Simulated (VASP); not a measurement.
Here is a VASP 6.6.1 calculation.

File POSCAR:

```
TePb
1.0
    0.0000000000      3.6414940629      3.6414940629
    3.6414940629      0.0000000000      3.6414940629
    3.6414940629      3.6414940629      0.0000000000
Pb Te
1 1
Direct
    0.0000000000      0.0000000000      0.0000000000
    0.2500000000      0.2500000000      0.2500000000
```

Contents of INCAR.step1:

```
PREC     = Accurate       # precision mode
ENCUT    = 520            # plane-wave cutoff, eV
EDIFF    = 1E-5           # SCF threshold, eV
ISMEAR   = 0              # smearing method
SIGMA    = 0.01           # smearing width, eV
LREAL    = F              # projectors in reciprocal space
LASPH    = T              # aspherical terms in the spheres
NELM     = 80             # most SCF steps
ALGO     = Normal         # electronic algorithm
ISIF     = 2              # what is computed and relaxed
LWAVE    = T              # write WAVECAR
LCHARG   = F              # write CHGCAR
GGA      = PE             # functional
NBANDS   = 17             # bands
```

INCAR.step2

```
PREC     = Accurate       # precision mode
ENCUT    = 520            # plane-wave cutoff, eV
EDIFF    = 1E-6           # SCF threshold, eV
ISMEAR   = 0              # smearing method
SIGMA    = 0.01           # smearing width, eV
LREAL    = F              # projectors in reciprocal space
LASPH    = T              # aspherical terms in the spheres
NELM     = 80             # most SCF steps
ALGO     = Normal         # electronic algorithm
ISIF     = 2              # what is computed and relaxed
LWAVE    = F              # write WAVECAR
LCHARG   = F              # write CHGCAR
GGA      = PE             # functional
LHFCALC  = T              # exact exchange
HFSCREEN = 0.2079         # screening, 1/A
PRECFOCK = Normal       
ISTART   = 1            
NBANDS   = 17             # bands
```

File KPOINTS:

```
regular mesh
0
Gamma
  4 4 4
```

Potentials or basis: VASP PAW PBE potentials, release 64 (Pb_d, Te).

Launch:

```bash
$ cat potpaw_PBE.64/Pb_d/POTCAR potpaw_PBE.64/Te/POTCAR > POTCAR
$ cp INCAR.step1 INCAR
$ mpirun -np 1 vasp_std > vasp.out
$ cp INCAR.step2 INCAR
$ mpirun -np 1 vasp_std > vasp.out
```

(1) Predict the band gap on the k mesh.

(2) Predict the pressure.

## Answers

(1) 0.96 eV (least direct gap 1.62 eV).

(2) -0.1 GPa.

Caveat: the PAW data sets were made with another functional, which shifts forces and pressure a little; spin-orbit coupling is left out, which moves the levels of the heavy elements.
